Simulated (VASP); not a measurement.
Runs of VASP 6.6.1 on Be. The structure is that of space group P6/mmm (No. 191), or close to it. The cells are those of the table. 

```tsv
task	cell	k mesh	cutoff (eV)	gap on the mesh (eV)	pressure (GPa)
single point	a = 3.655, b = 3.655, c = 2.232 Å, angles 90.0, 90.0, 120.0°, 3 atoms	12 × 12 × 16	520	none	-11.3
single point	a = 3.423, b = 3.423, c = 2.090 Å, angles 90.0, 90.0, 120.0°, 3 atoms	12 × 12 × 16	520	none	12.3
single point	a = 3.472, b = 3.472, c = 2.120 Å, angles 90.0, 90.0, 120.0°, 3 atoms	12 × 12 × 16	520	none	(a)
relaxation of cell and atoms	relaxed from a = 3.579, b = 3.579, c = 2.194 Å, angles 90.0, 90.0, 120.0°, 3 atoms	10 × 10 × 14	600	none	0.1
single point	a = 3.372, b = 3.372, c = 2.059 Å, angles 90.0, 90.0, 120.0°, 3 atoms	12 × 12 × 16	520	none	20.1
single point	a = 3.519, b = 3.519, c = 2.149 Å, angles 90.0, 90.0, 120.0°, 3 atoms	10 × 10 × 14	520	none	0.4
single point	a = 3.519, b = 3.519, c = 2.149 Å, angles 90.0, 90.0, 120.0°, 3 atoms	14 × 14 × 19	520	none	0.4
single point	a = 3.611, b = 3.611, c = 2.205 Å, angles 90.0, 90.0, 120.0°, 3 atoms	12 × 12 × 16	520	none	-8.0
single point	a = 3.519, b = 3.519, c = 2.149 Å, angles 90.0, 90.0, 120.0°, 3 atoms	12 × 12 × 16	520	none	0.4
single point	a = 3.565, b = 3.565, c = 2.177 Å, angles 90.0, 90.0, 120.0°, 3 atoms	12 × 12 × 16	520	none	(b)
```

Alike in all rows: level LDA; potentials or basis VASP PAW LDA potentials, release 64 (Be); no spin polarisation; smearing fermi-dirac 0.1 eV.

Task: Fill in the values left out.

Result: (a) 5.9; (b) -4.2.

A gap of «none» marks levels without a gap at the run's occupations.
